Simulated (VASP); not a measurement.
# Rh (Fm-3m) in VASP: a series of runs

Runs on Rh. Level: r2SCAN. Tasks: relaxation of cell and atoms.

Program: VASP 6.6.1. These are calculated values, not measurements. Logs are shortened: lines on timing, memory, paths and dates and some standing lists are left out, and cuts for length are marked.

### Step 1. The cell of the first run

The structure is cubic, space group Fm-3m (No. 225). Conventional cell: a = 3.796 Å, b = 3.796 Å, c = 3.796 Å, α = 90.00°, β = 90.00°, γ = 90.00°. Within 3.5 Å of Rh (site symmetry m-3m) lie 12 Rh at 2.68 Å.

### Step 2. Relaxation of cell and atoms, r2SCAN, target pressure 10 GPa, at which the enthalpy is minimised

Input file POSCAR:

```
Rh
1.0
    0.0000000000      1.8978500000      1.8978500000
    1.8978500000      0.0000000000      1.8978500000
    1.8978500000      1.8978500000      0.0000000000
Rh
1
Direct
    0.0000000000      0.0000000000      0.0000000000
```

Input file INCAR.step1:

```
SYSTEM = Rh
PREC = Accurate
ENCUT = 600
ISMEAR = -1
SIGMA = 0.05
LREAL = .False.
LASPH = .True.
NELM = 60
GGA = PE
ALGO = Normal
EDIFF = 1E-4
LWAVE = .True.
LCHARG = .False.
```

Input file INCAR.step2:

```
SYSTEM = Rh
PREC = Accurate
ENCUT = 600
EDIFF = 1E-6
ISMEAR = -1
SIGMA = 0.05
LREAL = .False.
LASPH = .True.
NELM = 60
ALGO = Normal
ISIF = 3
LWAVE = .False.
LCHARG = .False.
METAGGA = R2SCAN
LMIXTAU = .True.
IBRION = 2
NSW = 60
EDIFFG = -0.01
PSTRESS = 100.0
ISTART = 1
```

Input file KPOINTS:

```
Automatic mesh
0
Gamma
  12 12 12
  0 0 0
```

Potentials or basis: VASP PAW PBE potentials, release 64 (Rh_pv).

The run is started by

```console
> cat potpaw_PBE.64/Rh_pv/POTCAR > POTCAR
> cp INCAR.step1 INCAR
> mpirun -np 1 vasp_std > vasp.out
> cp INCAR.step2 INCAR
> mpirun -np 1 vasp_std > vasp.out
```

OUTCAR:

```text
SYSTEM = Rh
   PREC = Accurate
   ENCUT = 600
   EDIFF = 1E-6
   ISMEAR = -1
   LREAL = .False.
   LASPH = .True.
   NELM = 60
   ISIF = 3
   METAGGA = R2SCAN
   IBRION = 2
   NSW = 60
   EDIFFG = -0.01
   PSTRESS = 100.0
   ISTART = 1

 ion  position               nearest neighbor table
   1  0.000  0.000  0.000-

  LATTYP: Found a face centered cubic cell.
 ALAT       =     3.7957000000

  Lattice vectors:

 A1 = (   0.0000000000,   1.8978500000,   1.8978500000)
 A2 = (   1.8978500000,   0.0000000000,   1.8978500000)
 A3 = (   1.8978500000,   1.8978500000,   0.0000000000)

Analysis of symmetry for initial positions (statically):
=====================================================================
 Subroutine PRICEL returns:
 Original cell was already a primitive cell.

 Routine SETGRP: Setting up the symmetry group for a
 face centered cubic supercell.

 Subroutine GETGRP returns: Found 48 space group operations
 (whereof 48 operations were pure point group operations)
 out of a pool of 48 trial point group operations.

The static configuration has the point symmetry O_h .

Analysis of symmetry for dynamics (positions and initial velocities):
=====================================================================
 Subroutine PRICEL returns:
 Original cell was already a primitive cell.

 Routine SETGRP: Setting up the symmetry group for a
 face centered cubic supercell.

 Subroutine GETGRP returns: Found 48 space group operations
 (whereof 48 operations were pure point group operations)
 out of a pool of 48 trial point group operations.

The dynamic configuration has the point symmetry O_h .

 Subroutine INISYM returns: Found 48 space group operations
 (whereof 48 operations are pure point group operations),
 and found     1 'primitive' translations

----------------------------------------------------------------------------------------

                                     Primitive cell

  volume of cell :      13.6715

  direct lattice vectors                    reciprocal lattice vectors
     0.000000000  1.897850000  1.897850000    -0.263456016  0.263456016  0.263456016
     1.897850000  0.000000000  1.897850000     0.263456016 -0.263456016  0.263456016
     1.897850000  1.897850000  0.000000000     0.263456016  0.263456016 -0.263456016

  length of vectors
[... 96 lines left out ...]
   EFERMI_NEDOS =   21; number of points for ismear=-14 and -15
   IALGO  =     38    algorithm
   IMIX   =      4    mixing-type and parameters
     AMIX     =   0.40;   BMIX     =  1.00
     AMIX_MAG =   1.60;   BMIX_MAG =  1.00
  volume/ion in A,a.u.               =      13.67        92.26
  Fermi-wavevector in a.u.,A,eV,Ry     =   1.688496  3.190795 38.790465  2.851019
  Thomas-Fermi vector in A             =   2.770792
   LORBIT       =      0    0 simple, 1 ext, 2 COOP (PROOUT), +10 PAW based schemes
   METAGGA = R2SCAN    functional components
   LHFCALC =     F    Hartree Fock is set to
   AEXX    =    0.0000 exact exchange contribution
   IVDW    =     0    specifies the selected vdW correction
   LEPSILON=     F    determine dielectric tensor
   LRPA    =     F    only Hartree local field effects (RPA)
 conjugate gradient relaxation of ions
 non-spin polarized calculation
  energy-cutoff  :      600.00
  volume of cell :       13.67
 maximum number of plane-waves:       471
 NGX is ok and might be reduce to    24
   NGX = 11   NGY = 11   NGZ = 11

--------------------------------------- Ionic step        1  -------------------------------------------

 number of electron      15.0000002 magnetization

 Free energy of the ion-electron system (eV)
  ---------------------------------------------------
  ext. energy  EPLUGINS =         0.00000000
  ---------------------------------------------------
  free energy    TOTEN  =       -24.14130366 eV

  energy without entropy =      -24.13300693  energy(sigma->0) =      -24.13715530

------------------------ aborting loop because EDIFF is reached ----------------------------------------

  FORCE on cell =-STRESS in cart. coord.  units (eV):
  Direction    XX          YY          ZZ          XY          YZ          ZX
  --------------------------------------------------------------------------------------
  -------------------------------------------------------------------------------------
  Total        0.1641513      0.1641513      0.1641513      0.0000000     -0.0000000      0.0000000
  in kB       19.2370860     19.2370860     19.2370860      0.0000000     -0.0000000      0.0000000
  external PRESSURE =     -80.7629140 kB  Pullay stress =     100.0000000 kB
[... 98 lines left out ...]
--------------------------------------- Ionic step        4  -------------------------------------------

 number of electron      15.0000001 magnetization

 Free energy of the ion-electron system (eV)
  ---------------------------------------------------
  ext. energy  EPLUGINS =         0.00000000
  ---------------------------------------------------
  free energy    TOTEN  =       -24.12855139 eV

  energy without entropy =      -24.12072129  energy(sigma->0) =      -24.12463634

 E-fermi :  12.3319     XC(G=0): -15.4494

 val. band max:       12.2637120955   @ k =  -0.3333   0.3333   0.0000
 cond. band min:      12.3443300169   @ k =   0.3333   0.1667   0.0000
 fundamental gap:      0.0806179213
 Fermi energy:        12.3319405884

 k-point     1 :       0.0000    0.0000    0.0000
  band No.  band energies     occupation
      1     -35.5460      2.00000
      2     -35.5460      2.00000
      3     -35.5460      2.00000
      4       3.8946      2.00000
      5       8.9750      2.00000
      6       8.9750      2.00000
      7       8.9750      2.00000
      8      11.1856      2.00000
      9      11.1856      2.00000
     10      29.0105      0.00000
     11      29.6214      0.00000
[... 309 lines left out ...]
 k-point    24 :      -0.4167    0.1667    0.0000
  band No.  band energies     occupation
      1     -36.3409      2.00000
      2     -35.8258      2.00000
      3     -35.6984      2.00000
      4       6.4883      2.00000
      5       8.2235      2.00000
      6       9.5825      2.00000
      7      10.1169      2.00000
      8      12.5920      0.01095
      9      16.8015      0.00000
     10      21.8231      0.00000
     11      29.2907      0.00000

 [... further k-points ...]

------------------------ aborting loop because EDIFF is reached ----------------------------------------

  FORCE on cell =-STRESS in cart. coord.  units (eV):
  Direction    XX          YY          ZZ          XY          YZ          ZX
  --------------------------------------------------------------------------------------
  -------------------------------------------------------------------------------------
  Total        0.8365762      0.8365762      0.8365762     -0.0000000     -0.0000000      0.0000000
  in kB      100.5989753    100.5989753    100.5989753     -0.0000000     -0.0000000      0.0000000
  external PRESSURE =       0.5989753 kB  Pullay stress =     100.0000000 kB
[... 20 lines left out ...]
  energy  without entropy=      -24.1207212873  energy(sigma->0) =      -24.12463634

  enthalpy is  TOTEN    =       -23.2969561926 eV   P V=        0.8315951997

 reached required accuracy - stopping structural energy minimisation
```

OUTCAR.step1:

```text
SYSTEM = Rh
   PREC = Accurate
   ENCUT = 600
   ISMEAR = -1
   LREAL = .False.
   LASPH = .True.
[... 553 lines left out ...]
 -----------------------------------------------------------------------------------
      0.00000      0.00000      0.00000        -0.000000     -0.000000     -0.000000
 -----------------------------------------------------------------------------------
    total drift:                               -0.000000      0.000000      0.000000

  FREE ENERGIE OF THE ION-ELECTRON SYSTEM (eV)
  ---------------------------------------------------
  free  energy   TOTEN  =        -7.2572258097 eV

  energy  without entropy=       -7.2488729290  energy(sigma->0) =       -7.25304937
```

OSZICAR.step1:

```text
N       E                     dE             d eps       ncg     rms          rms(c)
DAV:   1     0.124959056135E+03    0.12496E+03   -0.10434E+04  1584   0.163E+03
DAV:   2    -0.617290091139E+01   -0.13113E+03   -0.12587E+03  1626   0.411E+02
DAV:   3    -0.775440168502E+01   -0.15815E+01   -0.15744E+01  1839   0.510E+01
DAV:   4    -0.776384817010E+01   -0.94465E-02   -0.94453E-02  1719   0.409E+00
DAV:   5    -0.776400834987E+01   -0.16018E-03   -0.16017E-03  1806   0.492E-01    0.103E+01
DAV:   6    -0.727889568961E+01    0.48511E+00   -0.11079E+00  1644   0.159E+01    0.358E+00
DAV:   7    -0.726094405000E+01    0.17952E-01   -0.24100E-02  1788   0.205E+00    0.167E+00
DAV:   8    -0.725736927324E+01    0.35748E-02   -0.35227E-03  1623   0.957E-01    0.218E-01
DAV:   9    -0.725722363316E+01    0.14564E-03   -0.82810E-05  1139   0.156E-01    0.118E-02
DAV:  10    -0.725722580971E+01   -0.21765E-05   -0.60941E-06   852   0.364E-02
   1 F= -.72572258E+01 E0= -.72530494E+01  d E =-.835288E-02
```

It took 4 min on 1 thread of Intel Xeon 8259CL, shared host; peak memory 0.16 GiB.

What came out:

- Free energy: -24.1286 eV
- Relaxed volume: 13.32 Å³/atom
- Relaxed cell: a = 2.661 Å, b = 2.661 Å, c = 2.661 Å, α = 60.00°, β = 60.00°, γ = 60.00°
- Space group after relaxing (to 0.1 Å): Fm-3m (No. 225)
- Energy change on relaxing (the run minimises the enthalpy): +12.8 meV/atom
- Ionic steps: 4
- Pressure after relaxing: 10.1 GPa
- Band gap on the k mesh: zero (an odd number of electrons rules out a gap without spin polarisation)

Step by step:
```tsv
step	energy change (eV)	largest force (eV/Å)	pressure (GPa)	volume (Å³)
1	0.0000	0.0000	1.92	13.67
2	0.1591	0.0000	40.45	12.35
3	0.0121	0.0000	9.68	13.33
4	0.0128	0.0000	10.06	13.32
```

Final structure:
```
CELL_PARAMETERS angstrom
0.00000 1.88162 1.88162
1.88162 0.00000 1.88162
1.88162 1.88162 0.00000
ATOMIC_POSITIONS crystal
Rh 0.00000 0.00000 0.00000
```

Levels at points of the mesh, in eV from the Fermi level:
```
           k point  band 4  band 5  band 6  band 7  band 8  band 9  band 10  band 11
(0.00, 0.00, 0.00)   -8.44   -3.36   -3.36   -3.36   -1.15   -1.15    16.68    17.29
(0.50, 0.00, 0.00)   -6.63   -3.48   -3.48    0.60    0.60    0.85     9.41    16.24
(0.50, 0.50, 0.00)   -6.89   -6.50    0.52    1.08    1.08    3.52    13.27    14.19
```

Caveat: the cell is relaxed towards a set pressure, so the run minimises the enthalpy, not the energy; the PAW data sets were made with another functional, which shifts forces and pressure a little.

### Step 3. Relaxation of cell and atoms, r2SCAN, target pressure 20 GPa, at which the enthalpy is minimised

POSCAR is that of step 2.

Input file INCAR.step1:

```
SYSTEM = Rh
PREC = Accurate
ENCUT = 600
ISMEAR = -1
SIGMA = 0.05
LREAL = .FALSE.
LASPH = .TRUE.
NELM = 100
GGA = PE
ALGO = Normal
EDIFF = 1E-4
LWAVE = .TRUE.
LCHARG = .FALSE.
```

Input file INCAR.step2:

```
SYSTEM = Rh
PREC = Accurate
ENCUT = 600
EDIFF = 1E-6
ISMEAR = -1
SIGMA = 0.05
LREAL = .FALSE.
LASPH = .TRUE.
NELM = 100
ALGO = Normal
ISIF = 3
LWAVE = .FALSE.
LCHARG = .FALSE.
METAGGA = R2SCAN
LMIXTAU = .TRUE.
IBRION = 2
NSW = 60
EDIFFG = -0.01
PSTRESS = 200.0
ISTART = 1
```

Input file KPOINTS:

```
regular mesh
0
G
  12 12 12
  0 0 0
```

Potentials or basis: VASP PAW PBE potentials, release 64 (Rh_pv).

The run is started by

```console
> cat potpaw_PBE.64/Rh_pv/POTCAR > POTCAR
> cp INCAR.step1 INCAR
> mpirun -np 1 vasp_std > vasp.out
> cp INCAR.step2 INCAR
> mpirun -np 1 vasp_std > vasp.out
```

Run time: 5 min. Hardware: 1 thread of Intel Xeon 8259CL, shared host; peak memory 0.16 GiB.

It converged, with:

| Property | Result |
| --- | --- |
| Free energy | -24.0943 eV |
| Relaxed volume | 12.96 Å³/atom |
| Relaxed cell | a = 2.636 Å, b = 2.636 Å, c = 2.636 Å, α = 60.00°, β = 60.00°, γ = 60.00° |
| Space group after relaxing (to 0.1 Å) | Fm-3m (No. 225) |
| Energy change on relaxing (the run minimises the enthalpy) | +47.0 meV/atom |
| Ionic steps | 5 |
| Pressure after relaxing | 20.1 GPa |
| Band gap on the k mesh | zero (an odd number of electrons rules out a gap without spin polarisation) |

Step by step:
| step | energy change (eV) | largest force (eV/Å) | pressure (GPa) | volume (Å³) |
| --- | --- | --- | --- | --- |
| 1 | 0.0000 | 0.0000 | 1.92 | 13.67 |
| 2 | 0.8889 | 0.0000 | 123.57 | 10.84 |
| 3 | 0.0405 | 0.0000 | 18.48 | 13.01 |
| 4 | 0.0453 | 0.0000 | 19.69 | 12.97 |
| 5 | 0.0470 | 0.0000 | 20.09 | 12.96 |

Final structure:
```
Rh
1.0
     0.00000    1.86413    1.86413
     1.86413    0.00000    1.86413
     1.86413    1.86413    0.00000
Rh
1
Direct
  0.00000 0.00000 0.00000
```

Levels at points of the mesh, in eV from the Fermi level:
| k point | band 4 | band 5 | band 6 | band 7 | band 8 | band 9 | band 10 | band 11 |
| --- | --- | --- | --- | --- | --- | --- | --- | --- |
| (0.00, 0.00, 0.00) | -8.66 | -3.51 | -3.51 | -3.51 | -1.20 | -1.20 | 16.64 | 17.26 |
| (0.50, 0.00, 0.00) | -6.89 | -3.64 | -3.64 | 0.62 | 0.62 | 0.82 | 9.72 | 16.21 |
| (0.50, 0.50, 0.00) | -7.19 | -6.78 | 0.55 | 1.13 | 1.13 | 3.56 | 13.66 | 14.36 |

Caveat: the cell is relaxed towards a set pressure, so the run minimises the enthalpy, not the energy; the PAW data sets were made with another functional, which shifts forces and pressure a little.

### Step 4. Relaxation of cell and atoms, r2SCAN, target pressure 30 GPa, at which the enthalpy is minimised

POSCAR is that of step 3.

Input file INCAR.step1:

```
SYSTEM = Rh
PREC = Accurate ; ENCUT = 600
ISMEAR = -1 ; SIGMA = 0.05
LREAL = .False. ; LASPH = .True.
NELM = 60 ; GGA = PE
ALGO = Normal ; EDIFF = 1E-4
LWAVE = .True. ; LCHARG = .False.
```

Input file INCAR.step2:

```
SYSTEM = Rh
PREC = Accurate ; ENCUT = 600
EDIFF = 1E-6 ; ISMEAR = -1
SIGMA = 0.05 ; LREAL = .False.
LASPH = .True. ; NELM = 60
ALGO = Normal ; ISIF = 3
LWAVE = .False. ; LCHARG = .False.
METAGGA = R2SCAN ; LMIXTAU = .True.
IBRION = 2 ; NSW = 60
EDIFFG = -0.01 ; PSTRESS = 300.0
ISTART = 1
```

Input file KPOINTS:

```
Automatic mesh
0
Gamma
  12 12 12
  0 0 0
```

The run is started by

```console
> cat potpaw_PBE.64/Rh_pv/POTCAR > POTCAR
> cp INCAR.step1 INCAR
> mpirun -np 1 vasp_std > vasp.out
> cp INCAR.step2 INCAR
> mpirun -np 1 vasp_std > vasp.out
```

Wall time 5.2 min (1 thread of Intel Xeon 8259CL, shared host); peak memory 0.16 GiB.

The run converged. Its results:

| Item | Value |
| --- | --- |
| Free energy | -24.0458 eV |
| Relaxed volume | 12.64 Å³/atom |
| Relaxed cell | a = 2.615 Å, b = 2.615 Å, c = 2.615 Å, α = 60.00°, β = 60.00°, γ = 60.00° |
| Space group after relaxing (to 0.1 Å) | Fm-3m (No. 225) |
| Energy change on relaxing (the run minimises the enthalpy) | +95.5 meV/atom |
| Ionic steps | 5 |
| Pressure after relaxing | 30.0 GPa |
| Band gap on the k mesh | zero (an odd number of electrons rules out a gap without spin polarisation) |

Step by step:
```
step  energy change (eV)  largest force (eV/Å)  pressure (GPa)  volume (Å³)
   1              0.0000                0.0000            1.92        13.67
   2              2.5207                0.0000          270.40         9.46
   3              0.0745                0.0000           25.95        12.76
   4              0.0882                0.0000           28.64        12.68
   5              0.0955                0.0000           30.01        12.64
```

Final structure:
```xyz
1
Lattice="0.0000 1.8490 1.8490 1.8490 0.0000 1.8490 1.8490 1.8490 0.0000" Properties=species:S:1:pos:R:3 pbc="T T T"
Rh    0.0000    0.0000    0.0000
```

Levels at points of the mesh, in eV from the Fermi level:
| k point | band 4 | band 5 | band 6 | band 7 | band 8 | band 9 | band 10 | band 11 |
| --- | --- | --- | --- | --- | --- | --- | --- | --- |
| (0.00, 0.00, 0.00) | -8.85 | -3.65 | -3.65 | -3.65 | -1.24 | -1.24 | 16.60 | 17.23 |
| (0.50, 0.00, 0.00) | -7.13 | -3.78 | -3.78 | 0.65 | 0.65 | 0.80 | 10.01 | 17.23 |
| (0.50, 0.50, 0.00) | -7.46 | -7.04 | 0.57 | 1.17 | 1.17 | 3.61 | 14.00 | 14.51 |

Caveat: the cell is relaxed towards a set pressure, so the run minimises the enthalpy, not the energy; the PAW data sets were made with another functional, which shifts forces and pressure a little.

### Step 5. Overview

```csv
cell,gap on the mesh (eV),pressure (GPa)
relaxed to 10 GPa,none,10.1
relaxed to 20 GPa,none,20.1
relaxed to 30 GPa,none,30.0
```

Alike in all rows: task relaxation of cell and atoms; level r2SCAN; potentials or basis VASP PAW PBE potentials, release 64 (Rh_pv); no spin polarisation; k mesh 12 × 12 × 12; cutoff (eV) 600; smearing fermi-dirac 0.05 eV.

Caveats: the cell is relaxed towards a set pressure, so the run minimises the enthalpy, not the energy; the PAW data sets were made with another functional, which shifts forces and pressure a little.

Total energies depend on the potentials used, so only differences within one code and one set of settings carry meaning.
